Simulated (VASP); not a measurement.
# SiC16 in VASP: single point with PBE+D3(BJ)

Aim: the single point of SiC16 with PBE+D3(BJ).

Everything below comes from runs of VASP 6.6.1. Logs are shortened: lines on timing, memory, paths and dates and some standing lists are left out, and cuts for length are marked.

## 1. The cell of the first run

The cell holds a slab with vacuum, 17 atoms: a = 4.930 Å, b = 4.422 Å, c = 22.694 Å, α = 90.00°, β = 90.00°, γ = 90.00°.

## 2. Single point, PBE+D3(BJ), collinear spin

Input file INCAR:

```
SYSTEM = SiC16
PREC = Accurate
ENCUT = 520
EDIFF = 1E-6
ISMEAR = 0
SIGMA = 0.05
LREAL = Auto
LASPH = .TRUE.
NELM = 150
ALGO = Normal
ISIF = 2
LWAVE = .FALSE.
LCHARG = .FALSE.
ISPIN = 2
MAGMOM = 0 0 0 0 0 0 0 0 0 0 0 0 0 0 0 0 2
LORBIT = 11
LDIPOL = .TRUE.
IDIPOL = 3
DIPOL = 0.5 0.5 0.310
GGA = PE
IVDW = 12
NBANDS = 52
```

Input file KPOINTS:

```
regular mesh
0
G
  6 6 1
  0 0 0
```

Input file POSCAR:

```
SiC16
1.0
    4.9298676323      0.0000000000      0.0000000000
    0.0000000000      4.4224271195      0.0000000000
    0.0000000000      0.0000000000     22.6937497910
C Si
16 1
Direct
    0.2500000000      0.4155274488      0.1762599851
    0.7500000000      0.4155274488      0.1762599851
    0.0000000000      0.5195584910      0.2001803947
    0.5000000000      0.5195584910      0.2001803947
    0.0000000000      0.7272227621      0.2480852155
    0.5000000000      0.7272227621      0.2480852155
    0.2500000000      0.8312538043      0.2720056251
    0.7500000000      0.8312538043      0.2720056251
    0.2500000000      0.0442051686      0.3198734326
    0.7500000000      0.0442051686      0.3198734326
    0.0000000000      0.1500808487      0.3425973485
    0.5000000000      0.1500808487      0.3425973485
    0.0000000000      0.3779776253      0.3900566375
    0.5000000000      0.3779776253      0.3900566375
    0.2500000000      0.4764186278      0.4095290499
    0.7500000000      0.4764186278      0.4095290499
    0.2500000000      0.9764186278      0.5593500373
```

Potentials or basis: VASP PAW PBE potentials, release 64 (C, Si).

On the command line:

```bash
cat potpaw_PBE.64/C/POTCAR potpaw_PBE.64/Si/POTCAR > POTCAR
mpirun -np 1 vasp_std > vasp.out
```

OUTCAR:

```text
SYSTEM = SiC16
   PREC = Accurate
   ENCUT = 520
   EDIFF = 1E-6
   ISMEAR = 0
   LREAL = Auto
   LASPH = .TRUE.
   NELM = 150
   ISIF = 2
   ISPIN = 2
   LORBIT = 11
   GGA = PE
   IVDW = 12
 IVDW          = 12

 ion  position               nearest neighbor table
   1  0.250  0.416  0.176-   3 1.42   4 1.42
   2  0.750  0.416  0.176-   3 1.42   4 1.42
   3  0.000  0.520  0.200-   5 1.42   2 1.42   1 1.42
   4  0.500  0.520  0.200-   6 1.42   2 1.42   1 1.42
   5  0.000  0.727  0.248-   3 1.42   7 1.42   8 1.42
   6  0.500  0.727  0.248-   4 1.42   7 1.42   8 1.42
   7  0.250  0.831  0.272-   5 1.42   6 1.42   9 1.44
   8  0.750  0.831  0.272-   5 1.42   6 1.42  10 1.44
   9  0.250  0.044  0.320-  11 1.42  12 1.42   7 1.44
  10  0.750  0.044  0.320-  11 1.42  12 1.42   8 1.44
  11  0.000  0.150  0.343-   9 1.42  10 1.42  13 1.48
  12  0.500  0.150  0.343-   9 1.42  10 1.42  14 1.48
  13  0.000  0.378  0.390-  15 1.38  16 1.38  11 1.48
  14  0.500  0.378  0.390-  15 1.38  16 1.38  12 1.48
  15  0.250  0.476  0.410-  13 1.38  14 1.38
  16  0.750  0.476  0.410-  13 1.38  14 1.38
  17  0.250  0.976  0.559-

  LATTYP: Found a simple orthorhombic cell.
 ALAT       =     4.4224271195
 B/A-ratio  =     1.1147425382
 C/A-ratio  =     5.1315147040

  Lattice vectors:

 A1 = (   0.0000000000,  -4.4224271195,   0.0000000000)
 A2 = (   4.9298676323,   0.0000000000,   0.0000000000)
 A3 = (   0.0000000000,   0.0000000000,  22.6937497910)

Analysis of symmetry for initial positions (statically):
=====================================================================
 Subroutine PRICEL returns:
 Original cell was already a primitive cell.

 Routine SETGRP: Setting up the symmetry group for a
 simple orthorhombic supercell.

 Subroutine GETGRP returns: Found  2 space group operations
 (whereof  1 operations were pure point group operations)
 out of a pool of  8 trial point group operations.

The static configuration has the point symmetry C_1 .
 The point group associated with its full space group is C_1h.

Analysis of symmetry for dynamics (positions and initial velocities):
=====================================================================
 Subroutine PRICEL returns:
 Original cell was already a primitive cell.

 Routine SETGRP: Setting up the symmetry group for a
 simple orthorhombic supercell.

 Subroutine GETGRP returns: Found  2 space group operations
 (whereof  1 operations were pure point group operations)
 out of a pool of  8 trial point group operations.

The dynamic configuration has the point symmetry C_1 .
 The point group associated with its full space group is C_1h.

Analysis of structural, dynamic, and magnetic symmetry:
=====================================================================
 Subroutine PRICEL returns:
 Original cell was already a primitive cell.

 Routine SETGRP: Setting up the symmetry group for a
 simple orthorhombic supercell.

 Subroutine GETGRP returns: Found  2 space group operations
 (whereof  1 operations were pure point group operations)
 out of a pool of  8 trial point group operations.

The overall configuration has the point symmetry C_1 .
 The point group associated with its full space group is C_1h.

 Subroutine INISYM returns: Found  2 space group operations
 (whereof  1 operations are pure point group operations),
 and found     1 'primitive' translations

----------------------------------------------------------------------------------------

                                     Primitive cell

  volume of cell :     494.7687

  direct lattice vectors                    reciprocal lattice vectors
     4.929867632  0.000000000  0.000000000     0.202845203  0.000000000  0.000000000
     0.000000000  4.422427120  0.000000000     0.000000000  0.226120176  0.000000000
     0.000000000  0.000000000 22.693749791     0.000000000  0.000000000  0.044064996

  length of vectors
     4.929867632  4.422427120 22.693749791     0.202845203  0.226120176  0.044064996

  position of ions in fractional coordinates (direct lattice)
     0.250000000  0.415527449  0.176259985
[... 91 lines left out ...]
   ISTART =      0    job   : 0-new  1-cont  2-samecut
   ICHARG =      2    charge: 1-file 2-atom 10-const
   ISPIN  =      2    spin polarized calculation?
   LNONCOLLINEAR =      F non collinear calculations
   LSORBIT =      F    spin-orbit coupling
   LASPH  =      T    aspherical Exc in radial PAW
   ENCUT  =  520.0 eV  38.22 Ry    6.18 a.u.   9.17  8.22 42.20*2*pi/ulx,y,z
   NELM   =    150;   NELMIN=  2; NELMDL= -5     # of ELM steps
   EDIFF  = 0.1E-05   stopping-criterion for ELM
   LREAL  =      T    real-space projection
   EDIFFG = 0.1E-04   stopping-criterion for IOM
   NSW    =      0    number of steps for IOM
   IBRION =     -1    ionic relax: 0-MD 1-quasi-New 2-CG
   NFREE  =      0    steps in history (QN), initial steepest desc. (CG)
   ISIF   =      2    stress and relaxation
   ISYM   =      2    0-nonsym 1-usesym 2-fastsym
   POTIM  = 0.5000    time-step for ionic-motion
   TEBEG  =    0.0;   TEEND  =   0.0 temperature during run
   PSTRESS=    0.0 pullay stress
   NELECT =      68.0000    total number of electrons
   NUPDOWN=      -1.0000    fix difference up-down
   EMIN   =  10.00;   EMAX   =-10.00  energy-range for DOS
   EFERMI =   0.00;   METHOD = LEGACY
   ISMEAR =     0;   SIGMA  =   0.05  broadening in eV -4-tet -1-fermi 0-gaus
   EFERMI_NEDOS =   21; number of points for ismear=-14 and -15
   IALGO  =     38    algorithm
   IMIX   =      4    mixing-type and parameters
     AMIX     =   0.40;   BMIX     =  1.00
     AMIX_MAG =   1.60;   BMIX_MAG =  1.00
  volume/ion in A,a.u.               =      29.10       196.40
  Fermi-wavevector in a.u.,A,eV,Ry     =   0.844845  1.596526  9.711337  0.713763
  Thomas-Fermi vector in A             =   1.959938
   LORBIT       =     11    0 simple, 1 ext, 2 COOP (PROOUT), +10 PAW based schemes
   GGA     = PE    functional components
   LHFCALC =     F    Hartree Fock is set to
   AEXX    =    0.0000 exact exchange contribution
   IVDW    =    12    specifies the selected vdW correction
   LEPSILON=     F    determine dielectric tensor
   LRPA    =     F    only Hartree local field effects (RPA)
 spin polarized calculation
 Gauss-broadening in eV      SIGMA  =   0.05
  energy-cutoff  :      520.00
  volume of cell :      494.77
 maximum number of plane-waves:     13376
 NGX is ok and might be reduce to    40
   NGX = 19   NGY = 17   NGZ = 85

 dipolmoment           0.000000      0.000000      0.150493 electrons x Angstroem

 number of electron      68.0000007 magnetization       0.0973417

 number of electron      68.0000008 magnetization      -2.5038489

 dipolmoment           0.000000      0.000000     -0.063122 electrons x Angstroem

 Free energy of the ion-electron system (eV)
  ---------------------------------------------------
  ext. energy  EPLUGINS =         0.00000000
  ---------------------------------------------------
  free energy    TOTEN  =      -136.73714650 eV

  energy without entropy =     -136.73078297  energy(sigma->0) =     -136.73396473

 E-fermi :  -1.4243     XC(G=0):  -4.4372

 val. band max:       -1.4359252888   @ k =   0.1667   0.0000   0.0000
 cond. band min:      -1.4225841843   @ k =   0.0000   0.1667   0.0000
 fundamental gap:      0.0133411044
 Fermi energy:        -1.4243271768

 spin component 1

 k-point     1 :       0.0000    0.0000    0.0000
  band No.  band energies     occupation
      1     -20.7785      1.00000
      2     -19.6833      1.00000
      3     -18.0472      1.00000
      4     -16.5456      1.00000
      5     -16.4923      1.00000
      6     -16.2080      1.00000
[... 773 lines left out ...]
     45       4.6772      0.00000
     46       4.9153      0.00000
 Fermi energy:        -1.4243271768

 spin component 2

 k-point     1 :       0.0000    0.0000    0.0000
  band No.  band energies     occupation
      1     -20.8692      1.00000
      2     -19.8764      1.00000
      3     -18.2996      1.00000
      4     -16.6344      1.00000
      5     -16.5639      1.00000
      6     -16.4628      1.00000
[... 773 lines left out ...]
     45       4.5456      0.00000
     46       4.7631      0.00000
 [bands above 46 left out]

------------------------ aborting loop because EDIFF is reached ----------------------------------------

 vacuum level on the upper side and lower side of the slab       (xc-potential included)        -0.488         0.114

 Edisp (eV)   -2.03528

 E8    (eV) :    -0.6086

  FORCE on cell =-STRESS in cart. coord.  units (eV):
  Direction    XX          YY          ZZ          XY          YZ          ZX
  --------------------------------------------------------------------------------------
  -------------------------------------------------------------------------------------
  Total       0.67634    -3.53380    -3.15302     0.00000    -1.71051     0.00000
  in kB       2.19014   -11.44327   -10.21023     0.00000    -5.53902     0.00000
  external pressure =       -6.49 kB  Pullay stress =        0.00 kB

 VOLUME and BASIS-vectors are now :
 -----------------------------------------------------------------------------
  energy-cutoff  :      520.00
  volume of cell :      494.77
      direct lattice vectors                 reciprocal lattice vectors
     4.929867632  0.000000000  0.000000000     0.202845203  0.000000000  0.000000000
     0.000000000  4.422427120  0.000000000     0.000000000  0.226120176  0.000000000
     0.000000000  0.000000000 22.693749791     0.000000000  0.000000000  0.044064996

 POSITION                                       TOTAL-FORCE (eV/Angst)
 -----------------------------------------------------------------------------------
      1.23247      1.83764      4.00000         0.000000      1.649276      1.977246
      3.69740      1.83764      4.00000         0.000000      1.657016      1.983859
      0.00000      2.29771      4.54284        -0.004322     -2.165749     -2.589746
      2.46493      2.29771      4.54284         0.004322     -2.165749     -2.589746
      0.00000      3.21609      5.62998        -0.009191      0.697249      0.878533
      2.46493      3.21609      5.62998         0.009191      0.697249      0.878533
[... 9 lines left out ...]
      3.69740      2.10693      9.29375         0.000000     -0.120095     -0.018727
      1.23247      4.31814     12.69375         0.000000     -0.156079     -0.570026
 -----------------------------------------------------------------------------------
    total drift:                               -0.000000     -0.019142     -0.032176

  FREE ENERGIE OF THE ION-ELECTRON SYSTEM (eV)
  ---------------------------------------------------
  free  energy   TOTEN  =      -138.7724305357 eV

  energy  without entropy=     -138.7660670117  energy(sigma->0) =     -138.76924877

 vacuum level on the upper side and lower side of the slab         2.579         3.164

 total charge

# of ion       s       p       d       tot
------------------------------------------
    1        0.864   1.574   0.000   2.438
    2        0.864   1.574   0.000   2.438
    3        0.861   1.767   0.000   2.628
    4        0.861   1.767   0.000   2.628
    5        0.864   1.780   0.000   2.644
    6        0.864   1.780   0.000   2.644
[... 9 lines left out ...]
   16        0.894   1.617   0.000   2.511
   17        0.956   0.511   0.000   1.467
--------------------------------------------------
tot         14.832  28.212   0.000  43.044

 magnetization (x)

# of ion       s       p       d       tot
------------------------------------------
    1       -0.102  -0.539   0.000  -0.640
    2       -0.102  -0.537   0.000  -0.639
    3       -0.003   0.020   0.000   0.017
    4       -0.003   0.020   0.000   0.017
    5       -0.012  -0.073   0.000  -0.084
    6       -0.012  -0.073   0.000  -0.084
[... 9 lines left out ...]
   16       -0.065  -0.443   0.000  -0.508
   17        0.004   0.133   0.000   0.136
--------------------------------------------------
tot         -0.264  -1.277   0.000  -1.541
```

Wall time 1.5 h (1 thread of Oxide Virtual Turin-like, shared host); peak memory 1.1 GiB.

Results:

* Free energy: -138.7724 eV
* Largest force: 3.376 eV/Å
* Net moment: -2.50 μB per cell
* Site moments: C -0.64, +0.02, -0.08, +0.01, -0.02, +0.00, -0.01, +0.23, -0.51 (each value once); Si +0.14 μB
* Valence electrons inside the program's atomic spheres: C 2.44, 2.63, 2.64, 2.65, 2.62, 2.66, 2.52, 2.51 (each value once); Si 1.47
* Dispersion energy per atom: -0.120 eV

Forces in eV/Å, atoms in the order of the input:
```
C    0.000  1.649  1.977
C    0.000  1.657  1.984
C   -0.004 -2.166 -2.590
C    0.004 -2.166 -2.590
C   -0.009  0.697  0.879
C    0.009  0.697  0.879
C    0.000 -0.145 -0.211
C    0.000 -0.178 -0.252
C    0.000 -0.049 -0.088
C    0.000 -0.095 -0.150
C   -0.147  0.251  0.189
C    0.147  0.251  0.189
C    0.206 -0.391 -0.403
C   -0.206 -0.391 -0.403
C    0.000  0.656  1.178
C    0.000 -0.120 -0.019
Si   0.000 -0.156 -0.570
```

Levels at points of the mesh, in eV from the Fermi level:
Spin up:
```tsv
k point	band 29	band 30	band 31	band 32	band 33	band 34	band 35	band 36	band 37	band 38
(0.00, 0.00, 0.00)	-2.45	-2.08	-1.22	0.06	0.15	0.16	0.18	0.44	0.68	0.91
(0.50, 0.00, 0.00)	-3.84	-2.19	-2.16	-1.12	-0.89	0.24	0.26	0.46	0.63	1.28
(0.00, 0.50, 0.00)	-2.61	-2.31	-1.24	-0.76	0.14	0.23	0.33	0.38	0.53	0.85
(0.50, 0.50, 0.00)	-2.90	-1.36	-1.30	-1.08	-0.51	-0.50	0.31	0.33	0.67	0.95
```
Spin down:
```csv
k point,band 31,band 32,band 33,band 34,band 35,band 36,band 37,band 38,band 39,band 40
"(0.00, 0.00, 0.00)",-2.21,-2.07,-1.78,-0.62,-0.49,0.00,0.58,1.33,1.49,1.57
"(0.50, 0.00, 0.00)",-2.58,-2.53,-2.45,-1.78,-0.32,0.25,0.63,1.66,1.90,2.01
"(0.00, 0.50, 0.00)",-2.29,-2.18,-1.76,-0.75,-0.53,-0.06,0.29,0.53,1.62,2.23
"(0.50, 0.50, 0.00)",-2.54,-1.78,-1.60,-1.56,-0.36,0.42,0.55,0.69,1.59,1.68
```
